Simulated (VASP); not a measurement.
# CuSi16 (a cell with a defect) in VASP: notebook, part 2 of 2

VASP 6.6.1. The steps go on from the part before.

### 4 Single point, PBE

File INCAR:

```
PREC = Accurate
ENCUT = 520
EDIFF = 1E-6
ISMEAR = -1
SIGMA = 0.02
LREAL = Auto
LASPH = True
NELM = 80
ALGO = Normal
ISIF = 2
LWAVE = False
LCHARG = True
GGA = PE
LELF = True
LVHAR = True
NELECT = 74.0
NBANDS = 52
```

File KPOINTS:

```
regular mesh
0
Gamma
  2 2 2
```

File POSCAR:

```
CuSi16
1.0
    0.0000000000      5.4300000000      5.4300000000
    5.4300000000      0.0000000000      5.4300000000
    5.4300000000      5.4300000000      0.0000000000
Si Cu
16 1
Direct
    0.0070515654      0.0075565378     -0.0175836096
    0.1237169429      0.1367163904      0.1193605893
    0.0069886740      0.0074306630      0.5021908840
    0.1679113260      0.1020197974      0.6145245856
   -0.0189695212      0.5107284530      0.0038076427
    0.1259244015      0.6178437385      0.1230452118
    0.0122054328      0.4732332413      0.5069498158
    0.1257741252      0.6178253223      0.6325266114
    0.4962465930      0.0055712707     -0.0012639042
    0.6330941989      0.1287313996      0.1113290055
    0.5396357274     -0.0106423573      0.4851716390
    0.6330753223      0.1287395948      0.6261281768
    0.4979655617      0.5029349908     -0.0029646409
    0.6099572744      0.6316176796      0.1288965009
    0.4978273481      0.5029400552      0.5014516575
    0.6378330571      0.6123290055      0.6245387661
   -0.0358652855      0.8397910681      0.3475315838
```

Potentials or basis: VASP PAW PBE potentials, release 64 (Si, Cu).

Run with:

```
> cat potpaw_PBE.64/Si/POTCAR potpaw_PBE.64/Cu/POTCAR > POTCAR
> mpirun -np 1 vasp_std > vasp.out
```

OUTCAR:

```text
PREC = Accurate
   ENCUT = 520
   EDIFF = 1E-6
   ISMEAR = -1
   LREAL = Auto
   LASPH = True
   NELM = 80
   ISIF = 2
   GGA = PE
   NELECT = 74.0

 ion  position               nearest neighbor table
   1  0.007  0.008  0.982-   4 2.32  10 2.34  17 2.35   2 2.40   6 2.44
   2  0.124  0.137  0.119-   9 2.34   5 2.35   1 2.40   3 2.40  17 2.53
   3  0.007  0.007  0.502-   4 2.32  12 2.34  17 2.35   2 2.40   8 2.44
   4  0.168  0.102  0.615-   3 2.32   1 2.32  11 2.33   7 2.34
   5  0.981  0.511  0.004-  14 2.33   6 2.33   8 2.33   2 2.35
   6  0.126  0.618  0.123-   5 2.33  13 2.33   7 2.41   1 2.44  17 2.47
   7  0.012  0.473  0.507-   4 2.34  16 2.35  17 2.35   8 2.41   6 2.41
   8  0.126  0.618  0.633-   5 2.33  15 2.33   7 2.41   3 2.44  17 2.47
   9  0.496  0.006  0.999-   2 2.34  10 2.34  12 2.34  14 2.35
  10  0.633  0.129  0.111-   9 2.34   1 2.34  13 2.35  11 2.35
  11  0.540  0.989  0.485-   4 2.33  12 2.35  10 2.35  16 2.37  17 2.66
  12  0.633  0.129  0.626-   9 2.34   3 2.34  15 2.35  11 2.35
  13  0.498  0.503  0.997-   6 2.33  14 2.34  16 2.34  10 2.35
  14  0.610  0.632  0.129-   5 2.33  13 2.34  15 2.34   9 2.35
  15  0.498  0.503  0.501-   8 2.33  14 2.34  16 2.34  12 2.35
  16  0.638  0.612  0.625-  15 2.34  13 2.34   7 2.35  11 2.37
  17  0.964  0.840  0.348-   1 2.35   3 2.35   7 2.35   6 2.47   8 2.47   2 2.53  11 2.66

  LATTYP: Found a face centered cubic cell.
 ALAT       =    10.8600000000

  Lattice vectors:

 A1 = (   0.0000000000,   5.4300000000,   5.4300000000)
 A2 = (   5.4300000000,   0.0000000000,   5.4300000000)
 A3 = (   5.4300000000,   5.4300000000,   0.0000000000)

Analysis of symmetry for initial positions (statically):
=====================================================================
 Subroutine PRICEL returns:
 Original cell was already a primitive cell.

[... 155 lines left out ...]
  volume/ion in A,a.u.               =      18.84       127.11
  Fermi-wavevector in a.u.,A,eV,Ry     =   1.004636  1.898488 13.732283  1.009294
  Thomas-Fermi vector in A             =   2.137265
   LORBIT       =      0    0 simple, 1 ext, 2 COOP (PROOUT), +10 PAW based schemes
   GGA     = PE    functional components
   LHFCALC =     F    Hartree Fock is set to
   AEXX    =    0.0000 exact exchange contribution
   IVDW    =     0    specifies the selected vdW correction
   LEPSILON=     F    determine dielectric tensor
   LRPA    =     F    only Hartree local field effects (RPA)
 non-spin polarized calculation
  energy-cutoff  :      520.00
  volume of cell :      320.21
 maximum number of plane-waves:      8646
 NGX is ok and might be reduce to    60
   NGX = 29   NGY = 29   NGZ = 29

 number of electron      74.0000004 magnetization

 Free energy of the ion-electron system (eV)
  ---------------------------------------------------
  ext. energy  EPLUGINS =         0.00000000
  ---------------------------------------------------
  free energy    TOTEN  =       -94.22297291 eV

  energy without entropy =      -94.22168193  energy(sigma->0) =      -94.22232742

 E-fermi :   6.4017     XC(G=0):  -9.6099

 val. band max:        6.3309430621   @ k =   0.0000   0.0000   0.0000
 cond. band min:       6.4724079590   @ k =   0.0000   0.0000   0.0000
 fundamental gap:      0.1414648969
 Fermi energy:         6.4017000921

 k-point     1 :       0.0000    0.0000    0.0000
  band No.  band energies     occupation
      1      -5.8945      2.00000
      2      -3.5305      2.00000
      3      -3.5133      2.00000
      4      -3.4880      2.00000
      5      -3.4667      2.00000
      6      -2.0092      2.00000
[... 405 lines left out ...]
     48      10.4711      0.00000
     49      10.4864      0.00000
 [bands above 49 left out]

------------------------ aborting loop because EDIFF is reached ----------------------------------------

  FORCE on cell =-STRESS in cart. coord.  units (eV):
  Direction    XX          YY          ZZ          XY          YZ          ZX
  --------------------------------------------------------------------------------------
  -------------------------------------------------------------------------------------
  Total       -1.3406630     -1.3577049     -1.9357861      0.7225188      0.0999006     -0.0873951
  in kB       -6.7081187     -6.7933891     -9.6858662      3.6151828      0.4998608     -0.4372886
  external PRESSURE =      -7.7291247 kB  Pullay stress =       0.0000000 kB

 VOLUME and BASIS-vectors are now :
 -----------------------------------------------------------------------------
  energy-cutoff  :      520.00
  volume of cell :      320.21
      direct lattice vectors                 reciprocal lattice vectors
     0.000000000  5.430000000  5.430000000    -0.092081031  0.092081031  0.092081031
     5.430000000  0.000000000  5.430000000     0.092081031 -0.092081031  0.092081031
     5.430000000  5.430000000  0.000000000     0.092081031  0.092081031 -0.092081031

 POSITION                                       TOTAL-FORCE (eV/Angst)
 -----------------------------------------------------------------------------------
      5.37555      5.37281      0.07932        -0.007072      0.001269      0.000853
      1.39050      1.31991      1.41415         0.000861     -0.002969      0.003341
      2.76725      2.76484      0.07830        -0.001486      0.004226      0.003233
      3.89084      4.24863      1.46573         0.005818     -0.002073     -0.000342
      2.79393      5.34767      8.10025        -0.005571      0.006023      0.000553
      4.02303      1.35191      4.03866         0.000435     -0.002855      0.000856
[... 9 lines left out ...]
      6.71619      6.85468      6.78838         0.002722     -0.000200      0.002146
      6.44716      7.12235      9.79532         0.008341     -0.005759     -0.005844
 -----------------------------------------------------------------------------------
    total drift:                                0.002878     -0.005658     -0.007780

  FREE ENERGIE OF THE ION-ELECTRON SYSTEM (eV)
  ---------------------------------------------------
  free  energy   TOTEN  =       -94.2229729079 eV

  energy  without entropy=      -94.2216819281  energy(sigma->0) =      -94.22232742
```

stdout:

```text
POSCAR found type information on POSCAR SiCu
 POSCAR found :  2 types and      17 ions
 scaLAPACK will be used
 LDA part: xc-table for (Slater+PW92), standard interpolation
 POSCAR, INCAR and KPOINTS ok, starting setup
 FFT: planning ... GRIDC
 FFT: planning ... GRID_SOFT
 FFT: planning ... GRID
 WAVECAR not read
 entering main loop
 the old and the new charge density differ
 old charge density:    75.00000 new   74.00000
    0.225E+01
```

Wall time 3.3 min (1 thread of Intel Xeon 6975P-C (Granite Rapids), shared host); peak memory 0.49 GiB.

Results:

```yaml
Free_energy: -94.2230 eV
Largest_force: 0.012 eV/Å
```

Forces in eV/Å, atoms in the order of the input:
```
Si  -0.007  0.001  0.001
Si   0.001 -0.003  0.003
Si  -0.001  0.004  0.003
Si   0.006 -0.002  0.000
Si  -0.006  0.006  0.001
Si   0.000 -0.003  0.001
Si  -0.008  0.003 -0.002
Si   0.003  0.003  0.001
Si   0.000  0.001  0.004
Si   0.002  0.000  0.000
Si   0.003 -0.005 -0.008
Si   0.001 -0.003  0.000
Si  -0.005  0.001  0.000
Si   0.001 -0.002 -0.001
Si  -0.001  0.005  0.001
Si   0.003  0.000  0.002
Cu   0.008 -0.006 -0.006
```

Caveat: the k points lie up to 0.50 Å⁻¹ apart; the cell carries a net charge on a neutralising background, which shifts energy and pressure; the cell is charged against a uniform background, so pressure and absolute levels hang on convention.
